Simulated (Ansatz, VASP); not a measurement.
**One calculation of Hf3ZrS8, two programs**

```
Zr Hf S
1.0
     3.65982    0.00000    0.00000
    -1.82991    3.16950    0.00000
     0.00000    0.00000   27.20533
Zr Hf S
1 3 8
Direct
  0.00000 0.00000 0.00000
  0.00000 0.00000 0.24938
  0.00000 0.00000 0.50000
  0.00000 0.00000 0.75062
  0.66667 0.33333 0.19634
  0.66667 0.33333 0.44696
  0.66667 0.33333 0.69759
  0.66667 0.33333 0.94632
  0.33333 0.66667 0.05368
  0.33333 0.66667 0.30241
  0.33333 0.66667 0.55304
  0.33333 0.66667 0.80366
```

Alike in both runs: functional PBE; k mesh 12 × 12 × 1; occupations gaussian, width 0.02 eV; no spin polarisation.

Ansatz relaxed the structure, and its values are those at the end. VASP's run is a single point on that final structure, the one shown.

```csv
,VASP,Ansatz
version,VASP 6.6.1,Ansatz 0.2.0
potentials or method,"VASP PAW PBE potentials, release 64 (Zr_sv, Hf_pv, S), cutoff 520 eV","scalar-relativistic, plane waves, PAW"
valence electrons in the cell,90,138
```

|  | VASP | Ansatz | Ansatz less VASP |
| --- | --- | --- | --- |
| gap on the k mesh at the Fermi level (eV) | 1.11 | 1.11 | 0.000 |
| least direct gap on the mesh (eV) | 1.69 | 1.68 | -0.008 |
| pressure (GPa) | -0.4 | 0.0 | +0.38 |
| rms of the force components (eV/Å) | 0.027 | 0.000 | -0.0269 |

VASP's potentials hold 90 valence electrons a cell and Ansatz's 138, so a difference there can come from the potentials and not from the codes.

Neither program's run includes spin-orbit coupling.
